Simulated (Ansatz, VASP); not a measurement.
**CsBr in VASP and in Ansatz**

```
Cs Br
1.0
     4.37941    0.00000    0.00000
     0.00000    4.37941    0.00000
     0.00000    0.00000    4.37941
Cs Br
1 1
Direct
  0.00000 0.00000 0.00000
  0.50000 0.50000 0.50000
```

Alike in both runs: functional r2SCAN; k mesh 8 × 8 × 8; occupations fermi-dirac, width 0.02 eV; no spin polarisation.

Ansatz relaxed the structure, and its values are those at the end. VASP's run is a single point on that final structure, the one shown.

|  | VASP | Ansatz |
| --- | --- | --- |
| version | VASP 6.6.1 | Ansatz 0.2.0 |
| potentials or method | VASP PAW PBE potentials, release 64 (Cs_sv, Br), cutoff 550 eV | PAW plane waves |
| valence electrons in the cell | 16 | 16 |

```tsv
	VASP	Ansatz	Ansatz less VASP
gap on the k mesh at the Fermi level (eV)	5.01	5.02	+0.013
pressure (GPa)	-0.5	-0.5	-0.04
```

VASP's potentials were made for PBE, not for r2SCAN. Ansatz's warnings: stress scf threshold loose.

Spin-orbit coupling is off throughout.
